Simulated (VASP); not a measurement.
Input of a VASP 6.6.1 run:

POSCAR

```
Ag
1.0
   -1.7252427376      1.7252427376      1.4664563270
    1.7252427376     -1.7252427376      1.4664563270
    1.7252427376      1.7252427376     -1.4664563270
Ag
1
Direct
    0.0000000000      0.0000000000      0.0000000000
```

File INCAR.step1:

```
SYSTEM = Ag
ALGO = Normal
EDIFF = 1E-4
ENCUT = 520
GGA = PE
ISMEAR = 0
LASPH = .TRUE.
LCHARG = .FALSE.
LREAL = .FALSE.
LWAVE = .TRUE.
NBANDS = 12
NELM = 100
PREC = Accurate
SIGMA = 0.15
```

The input INCAR.step2:

```
SYSTEM = Ag
ALGO = Normal
EDIFF = 1E-6
ENCUT = 520
ISIF = 2
ISMEAR = 0
ISTART = 1
LASPH = .TRUE.
LCHARG = .FALSE.
LMIXTAU = .TRUE.
LREAL = .FALSE.
LWAVE = .FALSE.
METAGGA = R2SCAN
NBANDS = 12
NELM = 100
PREC = Accurate
SIGMA = 0.15
```

Contents of KPOINTS:

```
k-points
0
G
  28 28 28
  0 0 0
```

Potentials or basis: VASP PAW PBE potentials, release 64 (Ag).

Run with:

```sh
$ cat potpaw_PBE.64/Ag/POTCAR > POTCAR
$ cp INCAR.step1 INCAR
$ mpirun -np 1 vasp_std > vasp.out
$ cp INCAR.step2 INCAR
$ mpirun -np 1 vasp_std > vasp.out
```

**Question.** What does it give for the pressure?

**Answer.** 0.3 GPa.

**Question.** What does it give for the band gap on the k mesh?

**Answer.** Zero (an odd number of electrons rules out a gap without spin polarisation).

Stress tensor (GPa, compression positive):
```
-0.26  0.00  0.00
 0.00 -0.26  0.00
 0.00  0.00  1.33
```

Caveat: the PAW data sets were made with another functional, which shifts forces and pressure a little.
